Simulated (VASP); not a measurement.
# H4C in VASP: a series of runs, part 2 of 2

VASP 6.6.1. The steps go on from the part before.

### 3 Relaxation of the atoms, r2SCAN+D3(BJ)

Contents of POSCAR:

```
H4C
1.0
    7.8912360000      0.0000000000      0.0000000000
    0.0000000000      7.8912360000      0.0000000000
    0.0000000000      0.0000000000      7.8912360000
C H
6 24
Direct
    0.5333683000      0.3585581000      0.9475376000
    0.7412371000      0.1070280000      0.3700830000
    0.2371224000      0.9924599000      0.0787690000
    0.9326617000      0.4018377000      0.1406880000
    0.3461534000      0.2385085000      0.6465228000
    0.9002864000      0.7347114000      0.3780442000
    0.5512434000      0.2727976000      0.8407987000
    0.4017865000      0.4002431000      0.9515557000
    0.6159657000      0.4682303000      0.9327984000
    0.5644776000      0.2929614000      1.0649976000
    0.7003610000      0.2244984000      0.4300615000
    0.7391441000      0.0048059000      0.4628938000
    0.8695510000      0.1224096000      0.3214361000
    0.6558923000      0.0763981000      0.2659406000
    0.1281757000      0.9687631000     -0.0026967000
    0.2013646000      0.9719861000      0.2105634000
    0.2794269000      1.1228670000      0.0622796000
    0.3395224000      0.9062236000      0.0449296000
    0.9916354000      0.4206236000      0.2641252000
    0.8130952000      0.3346089000      0.1565534000
    1.0168729000      0.3276278000      0.0602584000
    0.9090431000      0.5244904000      0.0818150000
    0.2333737000      0.1687495000      0.6080262000
    0.3377386000      0.2690548000      0.7809241000
    0.3553245000      0.3552107000      0.5732831000
    0.4581769000      0.1610190000      0.6238580000
    0.8320567000      0.7894595000      0.2712035000
    0.8138320000      0.6576763000      0.4532692000
    0.9518390000      0.8359751000      0.4565016000
    1.0034179000      0.6557347000      0.3312025000
```

Contents of INCAR.step1:

```
ALGO = Normal ; EDIFF = 1E-4
ENCUT = 520 ; GGA = PE
ISMEAR = -1 ; LASPH = T
LCHARG = F ; LREAL = Auto
LWAVE = T ; NELM = 100
PREC = Accurate ; SIGMA = 0.02
```

Contents of INCAR.step2:

```
ALGO = Normal ; EDIFF = 1E-6
EDIFFG = -0.3 ; ENCUT = 520
IBRION = 2 ; ISIF = 2
ISMEAR = -1 ; ISTART = 1
IVDW = 12 ; LASPH = T
LCHARG = F ; LMIXTAU = T
LREAL = Auto ; LWAVE = F
METAGGA = R2SCAN ; NELM = 100
NSW = 35 ; PREC = Accurate
SIGMA = 0.02 ; VDW_A1 = 0.49484001
VDW_A2 = 5.73083694 ; VDW_S6 = 1.0
VDW_S8 = 0.78981345
```

Contents of KPOINTS:

```
k-points
0
Gamma
  1 1 1
```

Potentials or basis: VASP PAW PBE potentials, release 64 (C, H).

Run with:

```bash
$ cat potpaw_PBE.64/C/POTCAR potpaw_PBE.64/H/POTCAR > POTCAR
$ cp INCAR.step1 INCAR
$ mpirun -np 1 vasp_gam > vasp.out
$ cp INCAR.step2 INCAR
$ mpirun -np 1 vasp_gam > vasp.out
```

OUTCAR:

```text
EDIFF = 1E-6
   EDIFFG = -0.3
   ENCUT = 520
   IBRION = 2
   ISIF = 2
   ISMEAR = -1
   ISTART = 1
   IVDW = 12
   LASPH = T
   LREAL = Auto
   METAGGA = R2SCAN
   NELM = 100
   NSW = 35
   PREC = Accurate
 IVDW          = 12

 ion  position               nearest neighbor table
   1  0.533  0.359  0.948-   8 1.09   9 1.09  10 1.09   7 1.09
   2  0.741  0.107  0.370-  14 1.09  11 1.09  13 1.09  12 1.09
   3  0.237  0.992  0.079-  16 1.09  18 1.09  15 1.09  17 1.09
   4  0.933  0.402  0.141-  19 1.09  22 1.09  21 1.09  20 1.09
   5  0.346  0.239  0.647-  25 1.09  23 1.09  26 1.09  24 1.09
   6  0.900  0.735  0.378-  30 1.09  28 1.09  29 1.09  27 1.09
   7  0.551  0.273  0.841-   1 1.09
   8  0.402  0.400  0.952-   1 1.09
   9  0.616  0.468  0.933-   1 1.09
  10  0.564  0.293  0.065-   1 1.09
  11  0.700  0.224  0.430-   2 1.09
  12  0.739  0.005  0.463-   2 1.09
[... 16 lines left out ...]
  29  0.952  0.836  0.457-   6 1.09
  30  0.003  0.656  0.331-   6 1.09

[... 556 lines left out ...]
--------------------------------------- Ionic step       14  -------------------------------------------

 number of electron      48.0000001 magnetization

 Free energy of the ion-electron system (eV)
  ---------------------------------------------------
  ext. energy  EPLUGINS =         0.00000000
  ---------------------------------------------------
  free energy    TOTEN  =      -149.75432832 eV

  energy without entropy =     -149.75432832  energy(sigma->0) =     -149.75432832

 E-fermi :  -6.8709     XC(G=0):  -4.3704

 val. band max:       -7.4206534231   @ k =   0.0000   0.0000   0.0000
 cond. band min:       0.5478802934   @ k =   0.0000   0.0000   0.0000
 fundamental gap:      7.9685337165
 Fermi energy:        -6.8709305098

 k-point     1 :       0.0000    0.0000    0.0000
  band No.  band energies     occupation
      1     -16.7980      2.00000
      2     -16.5509      2.00000
      3     -16.4403      2.00000
      4     -16.4019      2.00000
      5     -16.2861      2.00000
      6     -16.1955      2.00000
[... 28 lines left out ...]
     35       4.1573      0.00000
     36       4.2719      0.00000
 [bands above 36 left out]

------------------------ aborting loop because EDIFF is reached ----------------------------------------

 Edisp (eV)   -0.30272

 E8    (eV) :    -0.0453
[... 53 lines left out ...]
  FREE ENERGIE OF THE ION-ELECTRON SYSTEM (eV)
  ---------------------------------------------------
  free  energy   TOTEN  =      -150.0570522054 eV

  energy  without entropy=     -150.0570522054  energy(sigma->0) =     -150.05705221

 reached required accuracy - stopping structural energy minimisation
```

Wall time 25 min (1 thread of AMD EPYC 7R13 (Zen 3), shared host); peak memory 0.55 GiB.

What came out:

- Free energy: -150.0571 eV
- Energy gained by relaxing: 16.0 meV/atom
- Ionic steps: 14
- Pressure after relaxing: 0.2 GPa
- Largest force after relaxing: 0.289 eV/Å
- Dispersion energy per atom: -0.010 eV

Forces on the atoms (eV/Å):
```
C   -0.073  0.071  0.035
C   -0.032  0.035  0.021
C   -0.001 -0.006  0.004
C    0.091 -0.001 -0.041
C    0.108  0.003 -0.193
C   -0.014  0.007  0.034
H   -0.054  0.093  0.094
H    0.004 -0.023 -0.105
H   -0.014  0.045 -0.092
H   -0.099 -0.089  0.030
H    0.000  0.009 -0.006
H   -0.039  0.066  0.017
H   -0.099 -0.023  0.069
H    0.004 -0.002  0.023
H    0.006  0.013  0.005
H    0.002 -0.005 -0.003
H    0.003 -0.017  0.008
H   -0.005  0.003  0.005
H    0.041 -0.037 -0.058
H    0.113 -0.005  0.030
H    0.038 -0.048 -0.059
H    0.088  0.000  0.014
H   -0.139 -0.048  0.084
H   -0.013 -0.061 -0.282
H   -0.039  0.061  0.146
H   -0.047 -0.018  0.134
H    0.087 -0.020  0.034
H    0.051 -0.021  0.005
H    0.010 -0.003  0.016
H    0.018  0.025  0.034
```

Stress tensor (GPa, compression positive):
```
 0.19 -0.01  0.19
-0.01  0.36  0.03
 0.19  0.03 -0.10
```

Step by step:
```tsv
step	energy change (eV)	largest force (eV/Å)	pressure (GPa)
1	0.0000	0.9237	0.44
2	-0.0351	1.3904	0.90
3	-0.0429	0.8865	0.76
4	-0.0865	0.6407	0.89
5	-0.1359	0.5572	1.23
6	-0.1838	0.5028	0.93
7	-0.2423	0.6376	0.12
8	-0.2911	0.6363	0.02
9	-0.3103	0.9765	-0.09
10	-0.3340	0.9280	-0.07
11	-0.3927	0.7938	-0.03
12	-0.4578	0.6897	0.04
13	-0.4657	0.7104	0.07
14	-0.4786	0.2885	0.15
```

Final structure:
```
C H
1.0
     7.89124    0.00000    0.00000
     0.00000    7.89124    0.00000
     0.00000    0.00000    7.89124
C H
6 24
Direct
  0.55140 0.37114 0.96923
  0.73423 0.11007 0.37716
  0.23694 0.99180 0.07944
  0.94053 0.39786 0.13126
  0.31984 0.22617 0.62233
  0.90754 0.73597 0.38353
  0.58150 0.28285 0.86713
  0.41901 0.40941 0.96317
  0.63187 0.48257 0.96044
  0.57511 0.31142 0.09095
  0.69794 0.23360 0.42694
  0.72110 0.01392 0.47510
  0.86523 0.11424 0.33349
  0.65202 0.07758 0.27090
  0.12791 0.96880 0.99786
  0.20101 0.97059 0.21103
  0.27978 0.12209 0.06381
  0.33903 0.90549 0.04491
  0.00089 0.40752 0.25486
  0.81744 0.33897 0.14559
  0.01849 0.32122 0.04738
  0.92361 0.52371 0.07727
  0.21900 0.15894 0.55672
  0.28806 0.24780 0.75537
  0.34107 0.34601 0.55670
  0.43568 0.15157 0.61190
  0.84077 0.78834 0.27450
  0.82045 0.65605 0.45514
  0.95215 0.83882 0.46357
  0.01453 0.66098 0.34057
```

Levels at points of the mesh, in eV from the Fermi level:
| k point | band 22 | band 23 | band 24 | band 25 | band 26 | band 27 |
| --- | --- | --- | --- | --- | --- | --- |
| (0.00, 0.00, 0.00) | -0.90 | -0.76 | -0.55 | 7.42 | 9.42 | 9.64 |

Caveat: the k points lie up to 0.80 Å⁻¹ apart; the PAW data sets were made with another functional, which shifts forces and pressure a little; the relaxation stopped at a loose force limit of 0.3 eV/Å, so its end isn't a converged minimum.
